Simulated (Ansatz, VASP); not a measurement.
## C in VASP and in Ansatz

```
C
1.0
     0.00000    2.06319    3.34800
     1.19116    0.00000    3.34800
     1.19116    2.06319    0.00000
C
2
Direct
  0.16667 0.83333 0.16667
  0.83333 0.16667 0.83333
```

Change from the starting cell: equal xx and yy strain of -3 %.

Alike in both runs: task single point; functional PBE; k mesh 18 × 18 × 18; occupations fermi-dirac, width 0.05 eV; no spin polarisation.

|  | VASP | Ansatz |
| --- | --- | --- |
| version | VASP 6.6.1 | Ansatz 0.2.0 |
| potentials or method | VASP PAW PBE potentials, release 64 (C), cutoff 520 eV | all-electron LAPW, scalar-relativistic |

```tsv
	VASP	Ansatz	Ansatz less VASP
pressure (GPa)	34.8	34.2	-0.56
traceless stress, the component that is largest in VASP (GPa)	-30.99	-30.31	+0.685
```

Both programs put the cell under a high pressure, so it lies far from rest at this level. Ansatz ran all-electron here, and VASP with PAW potentials.
